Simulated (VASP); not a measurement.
# In (Cmmm) in VASP: a series of runs

Runs on In. Level: PBE. Tasks: single point, relaxation of cell and atoms.

All numbers are computed with VASP 6.6.1; they aren't measurements. Logs are shortened: lines on timing, memory, paths and dates and some standing lists are left out, and cuts for length are marked.

### 1 The cell of the first run

It takes space group Cmmm (No. 65, orthorhombic). The conventional cell has a = 2.825 Å, b = 5.273 Å, c = 4.118 Å, α = 90.00°, β = 90.00°, γ = 90.00°. In (site symmetry mmm) has 6 In at 2.82 to 2.99 Å within 3.7 Å.

### 2 Single point, PBE

INCAR

```
PREC = Accurate
ENCUT = 520
EDIFF = 1E-6
ISMEAR = 0
SIGMA = 0.1
LREAL = F
LASPH = T
NELM = 60
ALGO = Normal
ISIF = 2
LWAVE = F
LCHARG = F
GGA = PE
NBANDS = 12
```

KPOINTS

```
Automatic mesh
0
Gamma
  8 8 4
```

POSCAR

```
In
1.0
    1.4122594458     -2.6366992211      0.0000000000
    1.4122594458      2.6366992211      0.0000000000
    0.0000000000      0.0000000000      4.1175850850
In
1
Direct
    0.0000000000      0.0000000000      0.0000000000
```

Potentials or basis: VASP PAW PBE potentials, release 64 (In_d).

Launch:

```console
cat potpaw_PBE.64/In_d/POTCAR > POTCAR
mpirun -np 1 vasp_std > vasp.out
```

OUTCAR:

```text
PREC = Accurate
   ENCUT = 520
   EDIFF = 1E-6
   ISMEAR = 0
   LREAL = F
   LASPH = T
   NELM = 60
   ISIF = 2
   GGA = PE

 ion  position               nearest neighbor table
   1  0.000  0.000  0.000-

  LATTYP: Found a base centered orthorhombic cell.
 ALAT       =     2.8245188916
 B/A-ratio  =     1.8670076727
 C/A-ratio  =     1.4578005115

  Lattice vectors:

 A1 = (   1.4122594458,  -2.6366992211,   0.0000000000)
 A2 = (   1.4122594458,   2.6366992211,   0.0000000000)
 A3 = (   0.0000000000,   0.0000000000,   4.1175850850)

Analysis of symmetry for initial positions (statically):
=====================================================================
 Subroutine PRICEL returns:
 Original cell was already a primitive cell.

 Routine SETGRP: Setting up the symmetry group for a
 base centered orthorhombic supercell.

 Subroutine GETGRP returns: Found  8 space group operations
 (whereof  8 operations were pure point group operations)
 out of a pool of  8 trial point group operations.

The static configuration has the point symmetry D_2h.

Analysis of symmetry for dynamics (positions and initial velocities):
=====================================================================
 Subroutine PRICEL returns:
 Original cell was already a primitive cell.

 Routine SETGRP: Setting up the symmetry group for a
 base centered orthorhombic supercell.

 Subroutine GETGRP returns: Found  8 space group operations
 (whereof  8 operations were pure point group operations)
 out of a pool of  8 trial point group operations.

The dynamic configuration has the point symmetry D_2h.

 Subroutine INISYM returns: Found  8 space group operations
 (whereof  8 operations are pure point group operations),
 and found     1 'primitive' translations

----------------------------------------------------------------------------------------

                                     Primitive cell

  volume of cell :      30.6653

  direct lattice vectors                    reciprocal lattice vectors
     1.412259446 -2.636699221  0.000000000     0.354042596 -0.189631034  0.000000000
     1.412259446  2.636699221  0.000000000     0.354042596  0.189631034  0.000000000
     0.000000000  0.000000000  4.117585085     0.000000000  0.000000000  0.242860798

[... 85 lines left out ...]
   IBRION =     -1    ionic relax: 0-MD 1-quasi-New 2-CG
   NFREE  =      0    steps in history (QN), initial steepest desc. (CG)
   ISIF   =      2    stress and relaxation
   ISYM   =      2    0-nonsym 1-usesym 2-fastsym
   POTIM  = 0.5000    time-step for ionic-motion
   TEBEG  =    0.0;   TEEND  =   0.0 temperature during run
   PSTRESS=    0.0 pullay stress
   NELECT =      13.0000    total number of electrons
   NUPDOWN=      -1.0000    fix difference up-down
   EMIN   =  10.00;   EMAX   =-10.00  energy-range for DOS
   EFERMI =   0.00;   METHOD = LEGACY
   ISMEAR =     0;   SIGMA  =   0.10  broadening in eV -4-tet -1-fermi 0-gaus
   EFERMI_NEDOS =   21; number of points for ismear=-14 and -15
   IALGO  =     38    algorithm
   IMIX   =      4    mixing-type and parameters
     AMIX     =   0.40;   BMIX     =  1.00
     AMIX_MAG =   1.60;   BMIX_MAG =  1.00
  volume/ion in A,a.u.               =      30.67       206.94
  Fermi-wavevector in a.u.,A,eV,Ry     =   1.229816  2.324015 20.578089  1.512447
  Thomas-Fermi vector in A             =   2.364688
   LORBIT       =      0    0 simple, 1 ext, 2 COOP (PROOUT), +10 PAW based schemes
   GGA     = PE    functional components
   LHFCALC =     F    Hartree Fock is set to
   AEXX    =    0.0000 exact exchange contribution
   IVDW    =     0    specifies the selected vdW correction
   LEPSILON=     F    determine dielectric tensor
   LRPA    =     F    only Hartree local field effects (RPA)
 non-spin polarized calculation
 Gauss-broadening in eV      SIGMA  =   0.10
  energy-cutoff  :      520.00
  volume of cell :       30.67
 maximum number of plane-waves:       841
 NGX is ok and might be reduce to    24
   NGX = 11   NGY = 11   NGZ = 15

 number of electron      12.9999990 magnetization

 Free energy of the ion-electron system (eV)
  ---------------------------------------------------
  ext. energy  EPLUGINS =         0.00000000
  ---------------------------------------------------
  free energy    TOTEN  =        -2.12398932 eV

  energy without entropy =       -2.11999870  energy(sigma->0) =       -2.12199401

 E-fermi :   5.7217     XC(G=0):  -9.2755

 val. band max:        5.7150604886   @ k =   0.5000   0.1250   0.0000
 cond. band min:       5.7388109860   @ k =   0.2500   0.0000   0.2500
 fundamental gap:      0.0237504973
 Fermi energy:         5.7216635987

 k-point     1 :       0.0000    0.0000    0.0000
  band No.  band energies     occupation
      1      -9.4291      2.00000
      2      -9.2567      2.00000
      3      -8.9789      2.00000
      4      -8.6928      2.00000
      5      -8.6261      2.00000
      6      -3.4254      2.00000
      7       6.3391      0.00000
      8       9.9299      0.00000
      9      18.1520      0.00000
     10      20.5654      0.00000
     11      21.0197      0.00000
     12      22.1302      0.00000
[... 331 lines left out ...]
 k-point    24 :       0.2500    0.0000    0.2500
  band No.  band energies     occupation
      1      -9.3073      2.00000
      2      -8.9703      2.00000
      3      -8.9158      2.00000
      4      -8.8045      2.00000
      5      -8.7389      2.00000
      6      -1.5166      2.00000
      7       5.7388      0.80839
      8      12.1788      0.00000
      9      14.9131      0.00000
     10      15.7045      0.00000
     11      18.3612      0.00000
     12      18.8442      0.00000

 [... further k-points ...]

------------------------ aborting loop because EDIFF is reached ----------------------------------------

  FORCE on cell =-STRESS in cart. coord.  units (eV):
  Direction    XX          YY          ZZ          XY          YZ          ZX
  --------------------------------------------------------------------------------------
  -------------------------------------------------------------------------------------
  Total        2.5304175      1.9987533     -0.7630171      0.0000000      0.0000000      0.0000000
  in kB      132.2072025    104.4292388    -39.8654983      0.0000000      0.0000000      0.0000000
  external PRESSURE =      65.5903143 kB  Pullay stress =       0.0000000 kB

 VOLUME and BASIS-vectors are now :
 -----------------------------------------------------------------------------
  energy-cutoff  :      520.00
  volume of cell :       30.67
      direct lattice vectors                 reciprocal lattice vectors
     1.412259446 -2.636699221  0.000000000     0.354042596 -0.189631034  0.000000000
     1.412259446  2.636699221  0.000000000     0.354042596  0.189631034  0.000000000
     0.000000000  0.000000000  4.117585085     0.000000000  0.000000000  0.242860798

 POSITION                                       TOTAL-FORCE (eV/Angst)
 -----------------------------------------------------------------------------------
      0.00000      0.00000      0.00000         0.000000      0.000000      0.000000
 -----------------------------------------------------------------------------------
    total drift:                                0.000000     -0.000000      0.000000

  FREE ENERGIE OF THE ION-ELECTRON SYSTEM (eV)
  ---------------------------------------------------
  free  energy   TOTEN  =        -2.1239893196 eV

  energy  without entropy=       -2.1199986990  energy(sigma->0) =       -2.12199401
```

It took 5.9 s on 1 thread of Intel Xeon 6975P-C (Granite Rapids), shared host; peak memory 0.15 GiB.

Results:

```
Free energy : -2.1240 eV
Pressure    : 6.6 GPa
```

Caveat: the k points lie up to 0.38 Å⁻¹ apart; spin-orbit coupling is left out, which moves the levels of the heavy elements.

### 3 Relaxation of cell and atoms, PBE

This run uses another cell than the first one, of 28.04 Å³/atom, 0.915 times its volume.

INCAR

```
SYSTEM = In
PREC = Accurate
ENCUT = 600
EDIFF = 1E-7
ISMEAR = 0
SIGMA = 0.1
LREAL = .False.
LASPH = .True.
NELM = 80
ALGO = Fast
ISIF = 3
LWAVE = .False.
LCHARG = .False.
GGA = PE
IBRION = 2
NSW = 90
EDIFFG = -0.04
```

KPOINTS

```
regular mesh
0
Gamma
  6 6 6
  0 0 0
```

POSCAR

```
In
1.0
    1.5787467680     -2.9225685379      0.0000000000
    1.5787467680      2.9225685379      0.0000000000
    0.0000000000      0.0000000000      3.0390572238
In
1
Direct
    0.0000000000      0.0000000000      0.0000000000
```

Potentials or basis: VASP PAW PBE potentials, release 64 (In_d).

Launch:

```console
cat potpaw_PBE.64/In_d/POTCAR > POTCAR
mpirun -np 1 vasp_std > vasp.out
```

It took 31 s on 1 thread of Intel Xeon 6975P-C (Granite Rapids), shared host; peak memory 0.16 GiB.

The run converged. Its results:

| Property | Result |
| --- | --- |
| Free energy | -2.4951 eV |
| Relaxed volume | 28.36 Å³/atom |
| Relaxed cell | a = 3.274 Å, b = 3.274 Å, c = 3.108 Å, α = 90.00°, β = 90.00°, γ = 121.65° |
| Space group after relaxing (to 0.05 Å) | Cmmm (No. 65) |
| Energy gained by relaxing | 9.8 meV/atom |
| Ionic steps | 6 |
| Pressure after relaxing | 0.0 GPa |

Stress tensor (GPa, compression positive):
```
 0.21  0.00  0.00
 0.00 -0.20  0.00
 0.00  0.00  0.02
```

Step by step:
```csv
step,energy change (eV),largest force (eV/Å),pressure (GPa),volume (Å³)
1,0.0000,0.0000,0.67,28.04
2,-0.0091,0.0000,-0.09,28.51
3,-0.0090,0.0000,-0.17,28.54
4,-0.0091,0.0000,-0.13,28.53
5,-0.0095,0.0000,-0.05,28.45
6,-0.0098,0.0000,0.01,28.36
```

Final structure:
```xyz
1
Lattice="1.5961 -2.8590 0.0000 1.5961 2.8590 0.0000 0.0000 0.0000 3.1080" Properties=species:S:1:pos:R:3 pbc="T T T"
In    0.0000    0.0000    0.0000
```

Levels at points of the mesh, in eV from the Fermi level:
```
           k point  band 3  band 4  band 5  band 6  band 7  band 8  band 9  band 10
(0.00, 0.00, 0.00)  -14.67  -14.38  -14.37   -9.13    6.62    8.93    9.57     9.96
(0.50, 0.00, 0.00)  -14.54  -14.42  -14.34   -4.34   -3.13    4.97    8.39    10.73
(0.50, 0.50, 0.00)  -14.54  -14.40  -14.35   -4.71   -3.25    5.70    9.11    10.41
(0.00, 0.00, 0.50)  -14.57  -14.55  -14.53   -5.77   -3.51   12.04   12.80    13.81
(0.50, 0.00, 0.50)  -14.60  -14.33  -14.21   -0.72   -0.58    0.19    4.17     7.69
(0.50, 0.50, 0.50)  -14.58  -14.34  -14.23   -1.12   -0.69   -0.09    4.00     8.45
```

Caveat: the k points lie up to 0.38 Å⁻¹ apart in the final cell; spin-orbit coupling is left out, which moves the levels of the heavy elements.

### 4 Relaxation of cell and atoms, PBE

INCAR

```
PREC = Accurate
ENCUT = 600
EDIFF = 1E-6
ISMEAR = 0
SIGMA = 0.1
LREAL = F
LASPH = T
NELM = 80
ALGO = Normal
ISIF = 3
LWAVE = F
LCHARG = F
GGA = PE
IBRION = 2
NSW = 90
EDIFFG = -0.04
```

KPOINTS

```
Automatic mesh
0
Gamma
  8 8 4
```

POSCAR

```
In
1.0
    1.4122594458     -2.6366992211      0.0000000000
    1.4122594458      2.6366992211      0.0000000000
    0.0000000000      0.0000000000      4.1175850850
In
1
Direct
    0.0000000000      0.0000000000      0.0000000000
```

Launch:

```console
cat potpaw_PBE.64/In_d/POTCAR > POTCAR
mpirun -np 1 vasp_std > vasp.out
```

Wall time 55 s (1 thread of Intel Xeon 6975P-C (Granite Rapids), shared host); peak memory 0.18 GiB.

The run converged. Its results:

- Free energy: -2.5613 eV
- Relaxed volume: 28.28 Å³/atom
- Relaxed cell: a = 3.206 Å, b = 3.206 Å, c = 3.051 Å, α = 90.00°, β = 90.00°, γ = 115.62°
- Space group after relaxing (to 0.05 Å): Cmmm (No. 65)
- Energy gained by relaxing: 437.2 meV/atom
- Ionic steps: 13
- Pressure after relaxing: 0.0 GPa

Stress tensor (GPa, compression positive):
```
-0.05  0.00  0.00
 0.00  0.00  0.00
 0.00  0.00  0.13
```

The path:
```
step  energy change (eV)  largest force (eV/Å)  pressure (GPa)  volume (Å³)
   1              0.0000                0.0000            6.60        30.67
   2             -0.2168                0.0000           -1.91        36.38
   3             -0.2170                0.0000           -1.57        36.00
   4             -0.2518                0.0000           -1.80        34.55
   5             -0.3403                0.0000           -0.82        30.71
   6              0.0904                0.0000           19.03        22.92
   7             -0.3773                0.0000           -0.46        29.75
   8             -0.4134                0.0000            2.70        26.34
   9             -0.4315                0.0000            0.63        27.90
  10             -0.4339                0.0000            0.86        27.56
  11             -0.4338                0.0000            1.16        27.39
  12             -0.4357                0.0000           -0.59        28.95
  13             -0.4372                0.0000            0.03        28.28
```

Final structure:
```yaml
crystal:
  lattice:
    - [1.70811, -2.71326, 0.00000]
    - [1.70811, 2.71326, 0.00000]
    - [0.00000, 0.00000, 3.05148]
  atoms:
    - { symbol: In, position: [0.00000, 0.00000, 0.00000] }
```

Levels at points of the mesh, in eV from the Fermi level:
```tsv
k point	band 3	band 4	band 5	band 6	band 7	band 8	band 9	band 10
(0.00, 0.00, 0.00)	-14.45	-14.22	-14.19	-8.98	7.34	8.46	9.25	10.64
(0.50, 0.00, 0.00)	-14.36	-14.22	-14.20	-4.73	-3.14	5.82	9.23	11.02
(0.50, 0.50, 0.00)	-14.36	-14.27	-14.16	-3.84	-2.82	3.97	7.39	11.85
(0.00, 0.00, 0.50)	-14.42	-14.38	-14.36	-5.37	-3.34	11.78	12.44	13.59
(0.50, 0.00, 0.50)	-14.43	-14.20	-14.03	-0.88	-0.38	-0.06	4.17	8.79
(0.50, 0.50, 0.50)	-14.50	-14.14	-14.01	-0.09	0.10	0.59	4.63	6.84
```

Caveat: the k points lie up to 0.51 Å⁻¹ apart in the final cell; spin-orbit coupling is left out, which moves the levels of the heavy elements.

### 5 Summary

| task | cell | k mesh | cutoff (eV) | gap on the mesh (eV) | pressure (GPa) | relaxed volume (Å³/atom) |
| --- | --- | --- | --- | --- | --- | --- |
| single point | a = 2.991, b = 2.991, c = 4.118 Å, angles 90.0, 90.0, 123.7°, 1 atom | 8 × 8 × 4 | 520 | none | 6.6 | - |
| relaxation of cell and atoms | relaxed from a = 3.322, b = 3.322, c = 3.039 Å, angles 90.0, 90.0, 123.2°, 1 atom | 6 × 6 × 6 | 600 | none | 0.0 | 28.36 |
| relaxation of cell and atoms | relaxed from a = 2.991, b = 2.991, c = 4.118 Å, angles 90.0, 90.0, 123.7°, 1 atom | 8 × 8 × 4 | 600 | none | 0.0 | 28.28 |

Alike in all rows: level PBE; potentials or basis VASP PAW PBE potentials, release 64 (In_d); no spin polarisation; smearing gaussian 0.1 eV.

Caveats: all runs use coarse meshes; spin-orbit coupling is left out, which moves the levels of the heavy elements.

Absolute energies hang on the potentials; compare differences alone.
